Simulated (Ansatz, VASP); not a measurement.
# One calculation of Tl, two programs

```
Tl
1.0
     1.70574   -2.95286    0.00000
     1.70574    2.95286    0.00000
     0.00000    0.00000    3.27205
Tl
1
Direct
  0.00000 0.00000 0.00000
```

Alike in both runs: functional PBE; k mesh 18 × 18 × 18; occupations gaussian, width 0.1 eV; no spin polarisation.

Ansatz relaxed the structure, and its values are those at the end. VASP's run is a single point on that final structure, the one shown.

|  | VASP | Ansatz |
| --- | --- | --- |
| version | VASP 6.6.1 | Ansatz 0.2.0 |
| potentials or method | VASP PAW PBE potentials, release 64 (Tl_d), cutoff 520 eV | scalar-relativistic, plane waves, PAW |
| valence electrons in the cell | 13 | 13 |

Ansatz gave:

| Quantity | Value |
| --- | --- |
| gap on the k mesh at the Fermi level (eV) | none |
| pressure (GPa) | 0.0 |

Problem. What did VASP give for the same quantities?

Solution. gap on the k mesh at the Fermi level (eV): none; pressure (GPa): -0.1.

A gap of «none» marks a metal or a gap that the smearing closes. The functional is the same, so the differences come from potentials, cutoffs and numerics.

Spin-orbit coupling is off throughout.
